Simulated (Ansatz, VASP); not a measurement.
**HfSeS4 in VASP and in Ansatz**

```
Hf Se S
1.0
     4.81976    0.00000    0.00000
     0.00000    4.81976    0.00000
     0.00000    0.00000    7.18444
Hf Se S
1 1 4
Cartesian
  0.0000 0.0000 0.0000
  2.4099 2.4099 3.5922
  2.4099 0.0000 0.0000
  0.0000 2.4099 0.0000
  0.0000 0.0000 2.6204
  0.0000 0.0000 4.5640
```

Change from the starting cell: species swapped into the AlTlF4 type (P4/mmm, No. 123).

Alike in both runs: functional PBE; k mesh 8 × 8 × 6; occupations gaussian, width 0.1 eV; no spin polarisation.

Ansatz relaxed the structure, and its values are those at the end. VASP's run is a single point on that final structure, the one shown.

```csv
,VASP,Ansatz
version,VASP 6.6.1,Ansatz 0.2.0
potentials or method,"VASP PAW PBE potentials, release 64 (Hf_pv, Se, S), cutoff 520 eV","scalar-relativistic, plane waves, PAW"
valence electrons in the cell,40,66
```

|  | VASP | Ansatz | Ansatz less VASP |
| --- | --- | --- | --- |
| gap on the k mesh at the Fermi level (eV) | none | none | - |
| pressure (GPa) | -0.3 | 0.0 | +0.33 |
| rms of the force components (eV/Å) | 0.056 | 0.001 | -0.0553 |

A gap of «none» marks a metal or a gap that the smearing closes. VASP's potentials hold 40 valence electrons a cell and Ansatz's 66, so a difference there can come from the potentials and not from the codes.

Neither program's run includes spin-orbit coupling.
